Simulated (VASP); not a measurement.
Set up this calculation in VASP 6.6.1, as the native input.

```yaml
Task: relaxation of cell and atoms
Functional: PBEsol
Potentials_or_basis: VASP PAW PBE potentials, release 64 (Co)
Cutoff: 600 eV
k_mesh: 11 × 11 × 11
Occupations: fermi-dirac, width 0.1 eV
Spin: no spin polarisation
Dipole_correction: no
Further_INCAR_settings: ALGO = Normal; EDIFF = 1e-07; IBRION = 2; EDIFFG = -0.01; NSW = 80; ISIF = 3
```

The structure of Co lies in POSCAR:

```
Co
1.0
    0.0000000000      2.4634331982      2.4634331982
    2.4634331982      0.0000000000      2.4634331982
    2.4634331982      2.4634331982      0.0000000000
Co
2
Direct
    0.1250000000      0.1250000000      0.1250000000
    0.8750000000      0.8750000000      0.8750000000
```

This isn't the form of Co at room conditions, which is hcp.

These files were run (other wordings do the same):

INCAR

```
SYSTEM = Co
PREC = Accurate
ENCUT = 600
EDIFF = 1E-7
ISMEAR = -1
SIGMA = 0.1
LREAL = .FALSE.
LASPH = .TRUE.
NELM = 120
ALGO = Normal
ISIF = 3
LWAVE = .FALSE.
LCHARG = .FALSE.
GGA = PS
IBRION = 2
NSW = 80
EDIFFG = -0.01
GGA_COMPAT = .FALSE.
NELMIN = 4
```

KPOINTS

```
Automatic mesh
0
G
  11 11 11
  0 0 0
```

Potentials or basis: VASP PAW PBE potentials, release 64 (Co).

The run is started by

```bash
$ cat potpaw_PBE.64/Co/POTCAR > POTCAR
$ mpirun -np 1 vasp_std > vasp.out
```

It gave:

The relaxed volume is 14.10 Å³/atom and the relaxed cell is a = 3.416 Å, b = 3.416 Å, c = 3.416 Å, α = 60.00°, β = 60.00°, γ = 60.00°. The space group after relaxing (to 0.1 Å) is Fd-3m (No. 227). The energy gained by relaxing is 21.2 meV/atom, the ionic steps are 3 and the pressure after relaxing is 0.0 GPa. The band gap on the k mesh is zero (bands 9 and 10 overlap by 0.74 eV).

Caveat: the PAW data sets were made with another functional, which shifts forces and pressure a little; the run has no spin polarisation, though such a crystal can be magnetic.

Wall time 32 s on 1 thread of AMD EPYC 9R45 96-Core Processor (Zen 5) (shared host), peak memory 0.15 GiB.
